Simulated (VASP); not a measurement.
A run of VASP 6.6.1 is set up as follows.

The input INCAR:

```
PREC = Accurate
ENCUT = 600
EDIFF = 1E-6
ISMEAR = 0
SIGMA = 0.02
LREAL = F
LASPH = T
NELM = 120
ALGO = Normal
ISIF = 2
LWAVE = F
LCHARG = F
GGA = PE
IVDW = 12
NBANDS = 11
GGA_COMPAT = F
```

KPOINTS

```
Automatic mesh
0
Gamma
  8 8 8
```

File POSCAR:

```
MgSe
1.0
    0.0000000000      2.7120007448      2.7120007448
    2.7120007448      0.0000000000      2.7120007448
    2.7120007448      2.7120007448      0.0000000000
Mg Se
1 1
Direct
    0.0000000000      0.0000000000      0.0000000000
    0.5000000000      0.5000000000      0.5000000000
```

Potentials or basis: VASP PAW PBE potentials, release 64 (Mg, Se).

Run with:

```bash
$ cat potpaw_PBE.64/Mg/POTCAR potpaw_PBE.64/Se/POTCAR > POTCAR
$ mpirun -np 1 vasp_std > vasp.out
```

(1) Estimate the pressure.

(2) Estimate the dispersion energy per atom.

Answers

(1) -0.1 GPa.

(2) -0.379 eV.
